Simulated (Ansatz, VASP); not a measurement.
One calculation of HCl, two programs

```xyz
2
Lattice="0.0000 2.4606 2.4606 2.4606 0.0000 2.4606 2.4606 2.4606 0.0000" Properties=species:S:1:pos:R:3 pbc="T T T"
H     0.0000    0.0000    0.0000
Cl    2.4606    2.4606    2.4606
```

Alike in both runs: task single point; functional PBEsol; k mesh 10 × 10 × 10; occupations gaussian, width 0.05 eV; no spin polarisation.

|  | VASP | Ansatz |
| --- | --- | --- |
| version | VASP 6.6.1 | Ansatz 0.2.0 |
| potentials or method | VASP PAW PBE potentials, release 64 (H, Cl), cutoff 500 eV | scalar-relativistic, plane waves, PAW |
| valence electrons in the cell | 8 | 8 |

```csv
,VASP,Ansatz,Ansatz less VASP
gap on the k mesh at the Fermi level (eV),none,none,-
pressure (GPa),-10.5,-10.4,+0.08
```

VASP's potentials were made for PBE, not for PBEsol. A gap of «none» marks a metal or a gap that the smearing closes. The functional is the same, so the differences come from potentials, cutoffs and numerics.
